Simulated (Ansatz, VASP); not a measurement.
## Lu3F2: VASP beside Ansatz

```
Lu F
1.0
     3.48274    0.00000    0.00000
     0.00000    3.48274    0.00000
     0.00000    0.00000    7.11894
Lu F
3 2
Direct
  0.00000 0.50000 0.36525
  0.50000 0.00000 0.63475
  0.50000 0.50000 0.00000
  0.50000 0.00000 0.26216
  0.00000 0.50000 0.73784
```

Change from the starting cell: species swapped into the Er2Se3 type (P-4m2, No. 115).

Alike in both runs: task single point; functional PBE; k mesh 6 × 6 × 4; occupations gaussian, width 0.1 eV; no spin polarisation.

|  | VASP | Ansatz |
| --- | --- | --- |
| version | VASP 6.6.1 | Ansatz 0.2.0 |
| potentials or method | VASP PAW PBE potentials, release 64 (Lu, F), cutoff 520 eV | scalar-relativistic, plane waves, PAW |
| valence electrons in the cell | 89 | 89 |

```tsv
	VASP	Ansatz	Ansatz less VASP
gap on the k mesh at the Fermi level (eV)	none	none	-
pressure (GPa)	13.1	12.9	-0.20
traceless stress, the component that is largest in VASP (GPa)	13.07	13.05	-0.014
rms of the force components (eV/Å)	0.207	0.206	-0.0010
```

Atom by atom the forces differ by 0.003 eV/Å (rms over components). A gap of «none» marks a metal or a gap that the smearing closes.

Neither program's run includes spin-orbit coupling.
